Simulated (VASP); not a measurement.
# S (P2_1/c) in VASP: single point with PBE

Aim: the single point of S with PBE.

Everything below comes from runs of VASP 6.6.1. Logs are shortened: lines on timing, memory, paths and dates and some standing lists are left out, and cuts for length are marked.

## Step 1: The cell of the first run

It takes space group P2_1/c (No. 14, monoclinic). Conventional cell: a = 9.946 Å, b = 7.883 Å, c = 9.715 Å, α = 90.00°, β = 101.39°, γ = 90.00°. Within 2.6 Å of S (site symmetry 1) lie 2 S at 1.98 to 2.11 Å. S (site symmetry 1) has 2 S at 2.04 to 2.11 Å within 2.7 Å. Within 2.6 Å of S (site symmetry 1) lie 2 S at 1.97 to 2.12 Å. Within 2.6 Å of S (site symmetry 1) lie 2 S at 1.98 to 2.21 Å. S (site symmetry 1) has 2 S at 2.04 to 2.12 Å within 2.7 Å. Within 2.7 Å of S (site symmetry 1) lie 2 S at 2.04 Å. Within 2.6 Å of S (site symmetry 1) lie 2 S at 1.97 to 2.21 Å.

## Step 2: Single point, PBE

The input, INCAR:

```
ALGO = Normal ; EDIFF = 1E-6
ENCUT = 520 ; GGA = PE
ISIF = 2 ; ISMEAR = 0
LASPH = T ; LCHARG = T
LELF = T ; LREAL = Auto
LVHAR = T ; LWAVE = F
NBANDS = 104 ; NELM = 100
PREC = Accurate ; SIGMA = 0.1
```

The input, KPOINTS:

```
k-points
0
Gamma
  2 2 2
```

The input, POSCAR:

```
S
1.0
    9.9463068814      0.0000000000      0.0000000000
    0.0000000000      7.8826375100      0.0000000000
   -1.9192820659      0.0000000000      9.5232043192
S
28
Direct
    0.3171132400      0.0814504800      0.1045744900
    0.4618475200      0.6141025100      0.6662518800
    0.0674228100      0.7828560000      0.0763432600
    0.2217437000      0.3852443700      0.7627318700
    0.7776652100      0.4023975500      0.8645510900
    0.2223347900      0.5976024500      0.1354489100
    0.7782563000      0.6147556300      0.2372681300
    0.5381524800      0.1141025100      0.8337481200
    0.0674228100      0.7171440000      0.5763432600
    0.3171132400      0.4185495200      0.6045744900
    0.7776652100      0.0976024500      0.3645510900
    0.4618475200      0.8858974900      0.1662518800
    0.7782563000      0.8852443700      0.7372681300
    0.6828867600      0.5814504800      0.3954255100
    0.6828867600      0.9185495200      0.8954255100
    0.6224683400      0.3134095600      0.9541614200
    0.9394591000      0.4193787700      0.2548008300
    0.9325771900      0.2828560000      0.4236567400
    0.0605409000      0.5806212300      0.7451991700
    0.9325771900      0.2171440000      0.9236567400
    0.3775316600      0.8134095600      0.5458385800
    0.2223347900      0.9023975500      0.6354489100
    0.2217437000      0.1147556300      0.2627318700
    0.3775316600      0.6865904400      0.0458385800
    0.9394591000      0.0806212300      0.7548008300
    0.0605409000      0.9193787700      0.2451991700
    0.6224683400      0.1865904400      0.4541614200
    0.5381524800      0.3858974900      0.3337481200
```

Potentials or basis: VASP PAW PBE potentials, release 64 (S).

The run is started by

```console
cat potpaw_PBE.64/S/POTCAR > POTCAR
mpirun -np 1 vasp_std > vasp.out
```

OUTCAR:

```text
EDIFF = 1E-6
   ENCUT = 520
   GGA = PE
   ISIF = 2
   ISMEAR = 0
   LASPH = T
   LREAL = Auto
   NELM = 100
   PREC = Accurate

 ion  position               nearest neighbor table
   1  0.317  0.081  0.105-  23 1.98  12 2.11
   2  0.462  0.614  0.666-  21 2.04  10 2.11
   3  0.067  0.783  0.076-  26 1.97   6 2.12
   4  0.222  0.385  0.763-  10 1.98  19 2.21
   5  0.778  0.402  0.865-  16 2.04  20 2.12
   6  0.222  0.598  0.135-  24 2.04   3 2.12
[... 20 lines left out ...]
  27  0.622  0.187  0.454-  28 2.04  11 2.04
  28  0.538  0.386  0.334-  27 2.04  14 2.11

  LATTYP: Found a simple monoclinic cell.
 ALAT       =     9.7146829158
 B/A-ratio  =     0.8114148015
 C/A-ratio  =     1.0238426686
 COS(beta)  =    -0.1975650757

  Lattice vectors:

 A1 = (  -1.9192820659,   0.0000000000,   9.5232043192)
 A2 = (   0.0000000000,  -7.8826375100,   0.0000000000)
 A3 = (   9.9463068814,   0.0000000000,   0.0000000000)

Analysis of symmetry for initial positions (statically):
=====================================================================
 Subroutine PRICEL returns:
 Original cell was already a primitive cell.

 Routine SETGRP: Setting up the symmetry group for a
 simple monoclinic supercell.

 Subroutine GETGRP returns: Found  4 space group operations
 (whereof  2 operations were pure point group operations)
 out of a pool of  4 trial point group operations.

The static configuration has the point symmetry S_2 .
 The point group associated with its full space group is C_2h.

Analysis of symmetry for dynamics (positions and initial velocities):
=====================================================================
 Subroutine PRICEL returns:
 Original cell was already a primitive cell.

 Routine SETGRP: Setting up the symmetry group for a
 simple monoclinic supercell.

 Subroutine GETGRP returns: Found  4 space group operations
 (whereof  2 operations were pure point group operations)
 out of a pool of  4 trial point group operations.

The dynamic configuration has the point symmetry S_2 .
 The point group associated with its full space group is C_2h.

 Subroutine INISYM returns: Found  4 space group operations
 (whereof  2 operations are pure point group operations),
 and found     1 'primitive' translations

----------------------------------------------------------------------------------------

[... 126 lines left out ...]
   NELM   =    100;   NELMIN=  2; NELMDL= -5     # of ELM steps
   EDIFF  = 0.1E-05   stopping-criterion for ELM
   LREAL  =      T    real-space projection
   EDIFFG = 0.1E-04   stopping-criterion for IOM
   NSW    =      0    number of steps for IOM
[... 5 lines left out ...]
   TEBEG  =    0.0;   TEEND  =   0.0 temperature during run
   PSTRESS=    0.0 pullay stress
   NELECT =     168.0000    total number of electrons
   NUPDOWN=      -1.0000    fix difference up-down
   EMIN   =  10.00;   EMAX   =-10.00  energy-range for DOS
   EFERMI =   0.00;   METHOD = LEGACY
   ISMEAR =     0;   SIGMA  =   0.10  broadening in eV -4-tet -1-fermi 0-gaus
   EFERMI_NEDOS =   21; number of points for ismear=-14 and -15
   IALGO  =     38    algorithm
   IMIX   =      4    mixing-type and parameters
     AMIX     =   0.40;   BMIX     =  1.00
     AMIX_MAG =   1.60;   BMIX_MAG =  1.00
  volume/ion in A,a.u.               =      26.67       179.95
  Fermi-wavevector in a.u.,A,eV,Ry     =   0.995724  1.881646 13.489725  0.991467
  Thomas-Fermi vector in A             =   2.127764
   LORBIT       =      0    0 simple, 1 ext, 2 COOP (PROOUT), +10 PAW based schemes
   GGA     = PE    functional components
   LHFCALC =     F    Hartree Fock is set to
   AEXX    =    0.0000 exact exchange contribution
   IVDW    =     0    specifies the selected vdW correction
   LEPSILON=     F    determine dielectric tensor
   LRPA    =     F    only Hartree local field effects (RPA)
 non-spin polarized calculation
 Gauss-broadening in eV      SIGMA  =   0.10
  energy-cutoff  :      520.00
  volume of cell :      746.65
 maximum number of plane-waves:     20144
 NGX is ok and might be reduce to    80
   NGX = 37   NGY = 29   NGZ = 37

 number of electron     168.0000000 magnetization

 Free energy of the ion-electron system (eV)
  ---------------------------------------------------
  ext. energy  EPLUGINS =         0.00000000
  ---------------------------------------------------
  free energy    TOTEN  =      -114.28308125 eV

  energy without entropy =     -114.28308125  energy(sigma->0) =     -114.28308125

 E-fermi :   2.1866     XC(G=0):  -8.0446

 val. band max:        1.6855714486   @ k =   0.0000   0.5000   0.0000
 cond. band min:       4.0915084586   @ k =   0.5000   0.0000   0.5000
 fundamental gap:      2.4059370101
 Fermi energy:         2.1865979422

 k-point     1 :       0.0000    0.0000    0.0000
  band No.  band energies     occupation
      1     -14.7916      2.00000
      2     -14.6677      2.00000
      3     -14.6208      2.00000
      4     -14.6133      2.00000
      5     -13.6613      2.00000
      6     -13.5628      2.00000
[... 781 lines left out ...]
     95       4.8397      0.00000
     96       4.8397      0.00000
 [bands above 96 left out]

------------------------ aborting loop because EDIFF is reached ----------------------------------------

  FORCE on cell =-STRESS in cart. coord.  units (eV):
  Direction    XX          YY          ZZ          XY          YZ          ZX
  --------------------------------------------------------------------------------------
  -------------------------------------------------------------------------------------
  Total        7.3083351      7.2566785      6.3048753      0.0000000      0.0000000     -0.5210628
  in kB       15.6823997     15.5715538     13.5291519      0.0000000      0.0000000     -1.1181089
  external PRESSURE =      14.9277018 kB  Pullay stress =       0.0000000 kB

 VOLUME and BASIS-vectors are now :
 -----------------------------------------------------------------------------
  energy-cutoff  :      520.00
  volume of cell :      746.65
      direct lattice vectors                 reciprocal lattice vectors
     9.946306881  0.000000000  0.000000000     0.100539830  0.000000000  0.020262538
     0.000000000  7.882637510  0.000000000     0.000000000  0.126861092  0.000000000
    -1.919282066  0.000000000  9.523204319     0.000000000  0.000000000  0.105006673

 POSITION                                       TOTAL-FORCE (eV/Angst)
 -----------------------------------------------------------------------------------
      2.95340      0.64204      0.99588         0.013917      0.089170     -0.200458
      3.31495      4.84075      6.34485         0.174500     -0.014898      0.143928
      0.52408      6.17097      0.72703        -0.045762     -0.008738     -0.206375
      0.74163      3.03674      7.26365        -0.034149     -0.119645      0.157704
      6.07558      3.17195      8.23330         0.044922      0.175823     -0.104542
      1.95145      4.71068      1.28991        -0.044922     -0.175823      0.104542
[... 20 lines left out ...]
      5.31960      1.47082      4.32507        -0.076023     -0.077662      0.160568
      4.71207      3.04189      3.17835        -0.174500      0.014898     -0.143928
 -----------------------------------------------------------------------------------
    total drift:                               -0.000000      0.000000     -0.000000

  FREE ENERGIE OF THE ION-ELECTRON SYSTEM (eV)
  ---------------------------------------------------
  free  energy   TOTEN  =      -114.2830812482 eV

  energy  without entropy=     -114.2830812482  energy(sigma->0) =     -114.28308125
```

OSZICAR:

```text
N       E                     dE             d eps       ncg     rms          rms(c)
DAV:   1     0.109789502011E+04    0.10979E+04   -0.70701E+04  1664   0.137E+03
DAV:   2    -0.157870760184E+01   -0.10995E+04   -0.10683E+04  2104   0.247E+02
DAV:   3    -0.111558289069E+03   -0.10998E+03   -0.10848E+03  1936   0.855E+01
DAV:   4    -0.115213379592E+03   -0.36551E+01   -0.36260E+01  2248   0.162E+01
DAV:   5    -0.115327468631E+03   -0.11409E+00   -0.11373E+00  2376   0.291E+00    0.585E+01
DAV:   6    -0.114523317396E+03    0.80415E+00   -0.74155E-01  2040   0.218E+00    0.350E+01
DAV:   7    -0.114286295420E+03    0.23702E+00   -0.11399E+00  2064   0.264E+00    0.138E+00
DAV:   8    -0.114282514927E+03    0.37805E-02   -0.10753E-01  2016   0.940E-01    0.991E-01
DAV:   9    -0.114282408412E+03    0.10651E-03   -0.81406E-03  2264   0.236E-01    0.454E-01
DAV:  10    -0.114282855222E+03   -0.44681E-03   -0.30014E-03  2000   0.145E-01    0.809E-02
DAV:  11    -0.114283015716E+03   -0.16049E-03   -0.37709E-04  2144   0.558E-02    0.805E-02
DAV:  12    -0.114283046127E+03   -0.30411E-04   -0.39122E-05  2264   0.170E-02    0.406E-02
DAV:  13    -0.114283073503E+03   -0.27376E-04   -0.18186E-05  2016   0.129E-02    0.161E-02
DAV:  14    -0.114283080537E+03   -0.70341E-05   -0.83849E-06  1944   0.848E-03    0.125E-02
DAV:  15    -0.114283081248E+03   -0.71125E-06   -0.41618E-07  1304   0.205E-03
   1 F= -.11428308E+03 E0= -.11428308E+03  d E =-.262918E-12
```

stdout:

```text
POSCAR found type information on POSCAR S
 POSCAR found :  1 types and      28 ions
 scaLAPACK will be used
 LDA part: xc-table for (Slater+PW92), standard interpolation
 POSCAR, INCAR and KPOINTS ok, starting setup
 FFT: planning ... GRIDC
 FFT: planning ... GRID_SOFT
 FFT: planning ... GRID
 WAVECAR not read
 entering main loop
```

It took 14 min on 1 thread of Intel Xeon Platinum 8259CL at 2.50GHz (Skylake/Cascade Lake), shared host; peak memory 0.85 GiB.

Results:

```yaml
Free_energy: -114.2831 eV
Pressure: 1.5 GPa
Largest_force: 0.227 eV/Å
Band_gap_on_the_k_mesh: 2.41 eV (least direct gap 2.47 eV)
```

Forces in eV/Å, atoms in the order of the input:
```
S    0.014  0.089 -0.200
S    0.174 -0.015  0.144
S   -0.046 -0.009 -0.206
S   -0.034 -0.120  0.158
S    0.045  0.176 -0.105
S   -0.045 -0.176  0.105
S    0.034  0.120 -0.158
S   -0.174 -0.015 -0.144
S   -0.046  0.009 -0.206
S    0.014 -0.089 -0.200
S    0.045 -0.176 -0.105
S    0.174  0.015  0.144
S    0.034 -0.120 -0.158
S   -0.014  0.089  0.200
S   -0.014 -0.089  0.200
S   -0.076  0.078  0.161
S    0.151  0.018 -0.156
S    0.046 -0.009  0.206
S   -0.151 -0.018  0.156
S    0.046  0.009  0.206
S    0.076  0.078 -0.161
S   -0.045  0.176  0.105
S   -0.034  0.120  0.158
S    0.076 -0.078 -0.161
S    0.151 -0.018 -0.156
S   -0.151  0.018  0.156
S   -0.076 -0.078  0.161
S   -0.174  0.015 -0.144
```

Stress tensor (GPa, compression positive):
```
 1.57  0.00 -0.11
 0.00  1.56  0.00
-0.11  0.00  1.35
```

Levels at points of the mesh, in eV from the valence-band top:
```csv
k point,band 80,band 81,band 82,band 83,band 84,band 85,band 86,band 87,band 88,band 89
"(0.00, 0.00, 0.00)",-0.43,-0.41,-0.20,-0.19,-0.12,2.51,2.56,2.66,2.71,2.85
"(0.50, 0.00, 0.00)",-0.38,-0.33,-0.24,-0.22,-0.16,2.42,2.50,2.55,2.73,2.84
"(0.00, 0.50, 0.00)",-0.40,-0.10,-0.10,0.00,0.00,2.53,2.53,2.60,2.60,2.83
"(0.50, 0.50, 0.00)",-0.31,-0.11,-0.11,-0.02,-0.02,2.45,2.45,2.70,2.70,2.80
"(0.00, 0.00, 0.50)",-0.50,-0.36,-0.36,-0.14,-0.14,2.62,2.62,2.68,2.68,2.87
"(0.50, 0.00, 0.50)",-0.52,-0.28,-0.28,-0.22,-0.22,2.41,2.41,2.66,2.66,2.88
"(0.00, 0.50, 0.50)",-0.50,-0.12,-0.12,-0.04,-0.04,2.50,2.50,2.56,2.56,2.78
"(0.50, 0.50, 0.50)",-0.45,-0.15,-0.15,-0.01,-0.01,2.51,2.51,2.72,2.72,2.77
```

Caveat: this functional lacks dispersion, which holds the molecules together, so the pressure and a relaxed volume are unreliable.
